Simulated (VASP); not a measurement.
Here is a VASP 6.6.1 calculation.

Contents of INCAR:

```
PREC = Accurate
ENCUT = 520
EDIFF = 1E-6
ISMEAR = 0
SIGMA = 0.05
LREAL = False
LASPH = True
NELM = 60
ALGO = Normal
ISIF = 2
LWAVE = False
LCHARG = True
GGA = PS
LELF = True
LVHAR = True
NBANDS = 15
```

File KPOINTS:

```
regular mesh
0
Gamma
  6 6 6
```

File POSCAR:

```
KCl
1.0
    3.9351759000      0.0000000000      0.0000000000
    0.0000000000      3.9351759000      0.0000000000
    0.0000000000      0.0000000000      3.8391960000
K Cl
1 1
Direct
    0.0000000000      0.0000000000      0.0000000000
    0.5000000000      0.5000000000      0.5000000000
```

Potentials or basis: VASP PAW PBE potentials, release 64 (K_sv, Cl).

Command:

```console
$ cat potpaw_PBE.64/K_sv/POTCAR potpaw_PBE.64/Cl/POTCAR > POTCAR
$ mpirun -np 1 vasp_std > vasp.out
```

Question: Predict the pressure.

Answer: -2.1 GPa.

Question: Estimate the band gap on the k mesh.

Answer: 4.36 eV, indirect (least direct gap 4.54 eV).

Stress tensor (GPa, compression positive):
```
-2.38  0.00  0.00
 0.00 -2.38  0.00
 0.00  0.00 -1.40
```

Caveat: the cell differs from its parent crystal (strain +0.025 along x and y, +0.000 along z); the PAW data sets were made with another functional, which shifts forces and pressure a little. A k mesh can miss the band edges.
